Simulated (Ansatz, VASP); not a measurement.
**RbZrBr2: VASP beside Ansatz**

```
CELL_PARAMETERS angstrom
3.53220 0.00000 0.00000
0.00000 3.53220 0.00000
0.00000 0.00000 8.66235
ATOMIC_POSITIONS crystal
Rb 0.00000 0.00000 0.50000
Zr 0.00000 0.00000 0.00000
Br 0.50000 0.50000 0.18937
Br 0.50000 0.50000 0.81063
```

Alike in both runs: functional PBE; k mesh 14 × 14 × 6; occupations gaussian, width 0.1 eV; no spin polarisation.

Ansatz relaxed the structure, and its values are those at the end. VASP's run is a single point on that final structure, the one shown.

|  | VASP | Ansatz |
| --- | --- | --- |
| version | VASP 6.6.1 | Ansatz 0.2.0 |
| potentials or method | VASP PAW PBE potentials, release 64 (Rb_sv, Zr_sv, Br), cutoff 520 eV | scalar-relativistic, plane waves, PAW |
| valence electrons in the cell | 35 | 35 |

```csv
,VASP,Ansatz,Ansatz less VASP
gap on the k mesh at the Fermi level (eV),none,none,-
pressure (GPa),0.0,0.0,-0.04
```

A gap of «none» marks a metal or a gap that the smearing closes.
